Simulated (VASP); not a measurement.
# Mn (P6_3/mmc) in VASP: notebook

Mn is run at these levels: r2SCAN; tasks: single point.

All numbers are computed with VASP 6.6.1; they aren't measurements. Logs are shortened: lines on timing, memory, paths and dates and some standing lists are left out, and cuts for length are marked.

## (1) The cell of the first run

The structure is hexagonal, space group P6_3/mmc (No. 194). The conventional cell has a = 2.902 Å, b = 2.902 Å, c = 4.390 Å, α = 90.00°, β = 90.00°, γ = 120.00°. Within 3.6 Å of Mn (site symmetry -6m2) lie 12 Mn at 2.76 to 2.90 Å.

This isn't the form of Mn at room conditions, which is a 58-atom cubic cell.

## (2) Single point, r2SCAN, collinear spin, antiferromagnetic start (16.00 Å³/atom)

File POSCAR:

```
Mn
1.0
    2.9016522612      0.0000000000      0.0000000000
   -1.4508261306      2.5129045711      0.0000000000
    0.0000000000      0.0000000000      4.3897074421
Mn
2
Direct
    0.3333333333      0.6666666667      0.2500000000
    0.6666666667      0.3333333333      0.7500000000
```

File INCAR.step1:

```
PREC     = Accurate       # precision mode
ENCUT    = 520            # plane-wave cutoff, eV
ISMEAR   = -1             # smearing method
SIGMA    = 0.05           # smearing width, eV
LREAL    = False          # projectors in reciprocal space
LASPH    = True           # aspherical terms in the spheres
NELM     = 150            # most SCF steps
ISPIN    = 2              # spin polarisation
MAGMOM   = 3.709 -3.709   # initial moments
LMAXMIX  = 4              # l up to which the mixer works
NBANDS   = 24             # bands
GGA      = PE             # functional
ALGO     = Normal         # electronic algorithm
EDIFF    = 1E-4           # SCF threshold, eV
LWAVE    = True           # write WAVECAR
LCHARG   = False          # write CHGCAR
```

File INCAR.step2:

```
PREC     = Accurate       # precision mode
ENCUT    = 520            # plane-wave cutoff, eV
EDIFF    = 1E-6           # SCF threshold, eV
ISMEAR   = -1             # smearing method
SIGMA    = 0.05           # smearing width, eV
LREAL    = False          # projectors in reciprocal space
LASPH    = True           # aspherical terms in the spheres
NELM     = 150            # most SCF steps
ALGO     = Normal         # electronic algorithm
ISIF     = 2              # what is computed and relaxed
LWAVE    = False          # write WAVECAR
LCHARG   = False          # write CHGCAR
ISPIN    = 2              # spin polarisation
MAGMOM   = 3.709 -3.709   # initial moments
LORBIT   = 11             # projections on sites
LMAXMIX  = 4              # l up to which the mixer works
METAGGA  = R2SCAN         # meta-GGA
LMIXTAU  = True         
NBANDS   = 24             # bands
ISTART   = 1
```

File KPOINTS:

```
regular mesh
0
Gamma
  14 14 8
```

Potentials or basis: VASP PAW PBE potentials, release 64 (Mn_pv).

Launch:

```bash
$ cat potpaw_PBE.64/Mn_pv/POTCAR > POTCAR
$ cp INCAR.step1 INCAR
$ mpirun -np 1 vasp_std > vasp.out
$ cp INCAR.step2 INCAR
$ mpirun -np 1 vasp_std > vasp.out
```

OUTCAR:

```text
PREC = Accurate
   ENCUT = 520
   EDIFF = 1E-6
   ISMEAR = -1
   LREAL = False
   LASPH = True
   NELM = 150
   ISIF = 2
   ISPIN = 2
   LORBIT = 11
   METAGGA = R2SCAN
   ISTART = 1

 ion  position               nearest neighbor table
   1  0.333  0.667  0.250-   2 2.76   2 2.76   2 2.76   2 2.76   2 2.76   2 2.76
   2  0.667  0.333  0.750-   1 2.76   1 2.76   1 2.76   1 2.76   1 2.76   1 2.76

  LATTYP: Found a hexagonal cell.
 ALAT       =     2.9016522612
 C/A-ratio  =     1.5128302936

  Lattice vectors:

 A1 = (   2.9016522612,   0.0000000000,   0.0000000000)
 A2 = (  -1.4508261306,   2.5129045711,   0.0000000000)
 A3 = (   0.0000000000,   0.0000000000,   4.3897074421)

Analysis of symmetry for initial positions (statically):
=====================================================================
 Subroutine PRICEL returns:
 Original cell was already a primitive cell.

 Routine SETGRP: Setting up the symmetry group for a
 hexagonal supercell.

 Subroutine GETGRP returns: Found 24 space group operations
 (whereof 12 operations were pure point group operations)
 out of a pool of 24 trial point group operations.

The static configuration has the point symmetry D_3d.
 The point group associated with its full space group is D_6h.

Analysis of symmetry for dynamics (positions and initial velocities):
=====================================================================
 Subroutine PRICEL returns:
 Original cell was already a primitive cell.

 Routine SETGRP: Setting up the symmetry group for a
 hexagonal supercell.

 Subroutine GETGRP returns: Found 24 space group operations
 (whereof 12 operations were pure point group operations)
 out of a pool of 24 trial point group operations.

The dynamic configuration has the point symmetry D_3d.
 The point group associated with its full space group is D_6h.

Analysis of structural, dynamic, and magnetic symmetry:
=====================================================================
 Subroutine PRICEL returns:
 Original cell was already a primitive cell.

 Routine SETGRP: Setting up the symmetry group for a
 hexagonal supercell.

 Subroutine GETGRP returns: Found 24 space group operations
 (whereof 12 operations were pure point group operations)
 out of a pool of 24 trial point group operations.

The overall configuration has the point symmetry D_3d.
 The point group associated with its full space group is D_6h.

 Subroutine INISYM returns: Found 24 space group operations
 (whereof 12 operations are pure point group operations),
[... 118 lines left out ...]
  Fermi-wavevector in a.u.,A,eV,Ry     =   1.527497  2.886550 31.745744  2.333246
  Thomas-Fermi vector in A             =   2.635385
   LORBIT       =     11    0 simple, 1 ext, 2 COOP (PROOUT), +10 PAW based schemes
   METAGGA = R2SCAN    functional components
   LHFCALC =     F    Hartree Fock is set to
   AEXX    =    0.0000 exact exchange contribution
   IVDW    =     0    specifies the selected vdW correction
   LEPSILON=     F    determine dielectric tensor
   LRPA    =     F    only Hartree local field effects (RPA)
 spin polarized calculation
  energy-cutoff  :      520.00
  volume of cell :       32.01
 maximum number of plane-waves:       887
 NGX is ok and might be reduce to    24
   NGX = 11   NGY = 11   NGZ = 17

 number of electron      26.0000011 magnetization       0.0000000

 number of electron      26.0000011 magnetization      -0.0000000

 Free energy of the ion-electron system (eV)
  ---------------------------------------------------
  ext. energy  EPLUGINS =         0.00000000
  ---------------------------------------------------
  free energy    TOTEN  =       -29.30881367 eV

  energy without entropy =      -29.29808482  energy(sigma->0) =      -29.30344925

 E-fermi :   7.0727     XC(G=0): -12.6490

 val. band max:        7.0672469039   @ k =   0.3571   0.2857   0.2500
 cond. band min:       7.0753107564   @ k =   0.4286   0.1429   0.1250
 fundamental gap:      0.0080638525
 Fermi energy:         7.0727434594

 spin component 1

 k-point     1 :       0.0000    0.0000    0.0000
  band No.  band energies     occupation
      1     -45.5857      1.00000
      2     -45.5390      1.00000
      3     -45.5389      1.00000
      4     -40.3586      1.00000
      5     -40.1508      1.00000
      6     -40.1506      1.00000
[... 637 lines left out ...]
     23      19.1666      0.00000
     24      19.5101      0.00000

 [... further k-points ...]

 spin component 2

 k-point     1 :       0.0000    0.0000    0.0000
  band No.  band energies     occupation
      1     -45.5857      1.00000
      2     -45.5390      1.00000
      3     -45.5389      1.00000
      4     -40.3586      1.00000
      5     -40.1508      1.00000
      6     -40.1506      1.00000
[... 637 lines left out ...]
     23      19.1666      0.00000
     24      19.5101      0.00000

 [... further k-points ...]

------------------------ aborting loop because EDIFF is reached ----------------------------------------

  FORCE on cell =-STRESS in cart. coord.  units (eV):
  Direction    XX          YY          ZZ          XY          YZ          ZX
  --------------------------------------------------------------------------------------
  -------------------------------------------------------------------------------------
  Total       -0.8172541     -0.8172541     -0.6617559      0.0000000      0.0000000      0.0000000
  in kB      -40.9082371    -40.9082371    -33.1246625      0.0000000      0.0000000      0.0000000
  external PRESSURE =     -38.3137122 kB  Pullay stress =       0.0000000 kB

 VOLUME and BASIS-vectors are now :
 -----------------------------------------------------------------------------
  energy-cutoff  :      520.00
  volume of cell :       32.01
      direct lattice vectors                 reciprocal lattice vectors
     2.901652261  0.000000000  0.000000000     0.344631234  0.198972936  0.000000000
    -1.450826131  2.512904571  0.000000000     0.000000000  0.397945872  0.000000000
     0.000000000  0.000000000  4.389707442     0.000000000  0.000000000  0.227805614

 POSITION                                       TOTAL-FORCE (eV/Angst)
 -----------------------------------------------------------------------------------
     -0.00000      1.67527      1.09743         0.000000      0.000000      0.000000
      1.45083      0.83763      3.29228        -0.000000      0.000000      0.000000
 -----------------------------------------------------------------------------------
    total drift:                               -0.000000      0.000000     -0.000000

  FREE ENERGIE OF THE ION-ELECTRON SYSTEM (eV)
  ---------------------------------------------------
  free  energy   TOTEN  =       -29.3088136744 eV

  energy  without entropy=      -29.2980848237  energy(sigma->0) =      -29.30344925

 total charge

# of ion       s       p       d       tot
------------------------------------------
    1        0.356   6.256   4.864  11.476
    2        0.356   6.256   4.864  11.476
--------------------------------------------------
tot          0.712  12.512   9.727  22.952

 magnetization (x)

# of ion       s       p       d       tot
------------------------------------------
    1        0.035   0.056   3.781   3.871
    2       -0.035  -0.056  -3.781  -3.871
--------------------------------------------------
tot          0.000   0.000   0.000   0.000
```

OSZICAR.step1:

```text
N       E                     dE             d eps       ncg     rms          rms(c)
DAV:   1     0.260397181788E+03    0.26040E+03   -0.15374E+04 11584   0.139E+03
DAV:   2    -0.865424477223E+01   -0.26905E+03   -0.25896E+03 11776   0.393E+02
DAV:   3    -0.188460105230E+02   -0.10192E+02   -0.10147E+02 13088   0.890E+01
DAV:   4    -0.189568191171E+02   -0.11081E+00   -0.11080E+00 13136   0.899E+00
DAV:   5    -0.189591962621E+02   -0.23771E-02   -0.23771E-02 13216   0.131E+00    0.139E+01
DAV:   6    -0.170470966394E+02    0.19121E+01   -0.13320E+01 11856   0.379E+01    0.114E+01
DAV:   7    -0.169991124137E+02    0.47984E-01   -0.11257E+00 11768   0.114E+01    0.353E+00
DAV:   8    -0.170093797956E+02   -0.10267E-01   -0.55187E-02 13672   0.179E+00    0.175E+00
DAV:   9    -0.170051214715E+02    0.42583E-02   -0.40788E-02 12552   0.110E+00    0.531E-01
DAV:  10    -0.170056595365E+02   -0.53806E-03   -0.42278E-03 12976   0.445E-01    0.171E-01
DAV:  11    -0.170059596397E+02   -0.30010E-03   -0.85199E-04 12264   0.177E-01    0.620E-02
DAV:  12    -0.170059780978E+02   -0.18458E-04   -0.59540E-05  8112   0.608E-02
   1 F= -.17005978E+02 E0= -.16994639E+02  d E =-.226781E-01  mag=    -0.0000
```

Wall time 6.2 min (1 thread of Intel Xeon Platinum 8488C (Sapphire Rapids), shared host); peak memory 0.26 GiB.

What came out:

| Property | Result |
| --- | --- |
| Free energy | -29.3088 eV |
| Pressure | -3.8 GPa |
| Band gap on the k mesh | zero (filled and empty bands overlap) |
| Net moment | 0.00 μB per cell |
| Site moments | Mn +3.87, -3.87 μB |
| Valence electrons inside the program's atomic spheres | Mn 11.48 |

Stress tensor (GPa, compression positive):
```
-4.09  0.00  0.00
 0.00 -4.09  0.00
 0.00  0.00 -3.31
```

Caveat: the cell stands under tension; the antiferromagnetic order is the one typed at the start, and another may lie lower; the PAW data sets were made with another functional, which shifts forces and pressure a little.

## (3) Single point, r2SCAN, collinear spin, antiferromagnetic start (16.60 Å³/atom)

This run uses another cell than the first one, of 16.60 Å³/atom.

File POSCAR:

```
Mn
1.0
    2.9370417522      0.0000000000      0.0000000000
   -1.4685208761      2.5435527694      0.0000000000
    0.0000000000      0.0000000000      4.4432457361
Mn
2
Direct
    0.3333333333      0.6666666667      0.2500000000
    0.6666666667      0.3333333333      0.7500000000
```

File INCAR.step1:

```
ALGO = Normal
EDIFF = 1E-4
ENCUT = 520
GGA = PE
ISMEAR = -1
ISPIN = 2
LASPH = T
LCHARG = F
LMAXMIX = 4
LREAL = F
LWAVE = T
MAGMOM = 3.709 -3.709
NBANDS = 24
NELM = 150
PREC = Accurate
SIGMA = 0.05
```

File INCAR.step2:

```
ALGO = Normal
EDIFF = 1E-6
ENCUT = 520
ISIF = 2
ISMEAR = -1
ISPIN = 2
ISTART = 1
LASPH = T
LCHARG = F
LMAXMIX = 4
LMIXTAU = T
LORBIT = 11
LREAL = F
LWAVE = F
MAGMOM = 3.709 -3.709
METAGGA = R2SCAN
NBANDS = 24
NELM = 150
PREC = Accurate
SIGMA = 0.05
```

File KPOINTS:

```
k-points
0
Gamma
  14 14 8
```

Potentials or basis: VASP PAW PBE potentials, release 64 (Mn_pv).

Launch:

```bash
$ cat potpaw_PBE.64/Mn_pv/POTCAR > POTCAR
$ cp INCAR.step1 INCAR
$ mpirun -np 1 vasp_std > vasp.out
$ cp INCAR.step2 INCAR
$ mpirun -np 1 vasp_std > vasp.out
```

Wall time 6.4 min (1 thread of Intel Xeon Platinum 8488C (Sapphire Rapids), shared host); peak memory 0.26 GiB.

The run converged. Its results:

```yaml
Free_energy: -29.2741 eV
Pressure: -5.4 GPa
Band_gap_on_the_k_mesh: zero (filled and empty bands overlap)
Net_moment: 0.00 μB per cell
Site_moments: Mn +3.94, -3.94 μB
Valence_electrons_inside_the_program's_atomic_spheres: Mn 11.44
```

Stress tensor (GPa, compression positive):
```
-5.67  0.00  0.00
 0.00 -5.67  0.00
 0.00  0.00 -4.92
```

Levels at points of the mesh, in eV from the Fermi level:
Spin up:
| k point | band 10 | band 11 | band 12 | band 13 | band 14 | band 15 | band 16 | band 17 |
| --- | --- | --- | --- | --- | --- | --- | --- | --- |
| (0.00, 0.00, 0.00) | -3.45 | -2.78 | -2.78 | -0.51 | -0.08 | 1.46 | 1.46 | 2.32 |
| (0.50, 0.00, 0.00) | -3.11 | -2.26 | -2.21 | -0.27 | -0.21 | 1.01 | 2.19 | 3.14 |
| (0.00, 0.00, 0.50) | -3.48 | -3.48 | -2.81 | -2.81 | 0.90 | 1.60 | 1.60 | 2.30 |
| (0.50, 0.00, 0.50) | -2.99 | -2.26 | -1.34 | -1.16 | 0.68 | 0.82 | 1.73 | 2.46 |
Spin down:
```
           k point  band 9  band 10  band 11  band 12  band 13  band 14  band 15  band 16  band 17  band 18
(0.00, 0.00, 0.00)   -3.45    -3.45    -2.78    -2.78    -0.51    -0.08     1.46     1.46     2.32     2.32
(0.50, 0.00, 0.00)   -4.11    -3.11    -2.26    -2.21    -0.27    -0.21     1.01     2.19     3.14     4.06
(0.00, 0.00, 0.50)   -3.68    -3.48    -3.48    -2.81    -2.81     0.90     1.60     1.60     2.30     2.30
(0.50, 0.00, 0.50)   -3.55    -2.99    -2.26    -1.34    -1.16     0.68     0.82     1.73     2.46     3.15
```

Caveat: the cell stands under tension; the antiferromagnetic order is the one typed at the start, and another may lie lower; the PAW data sets were made with another functional, which shifts forces and pressure a little.
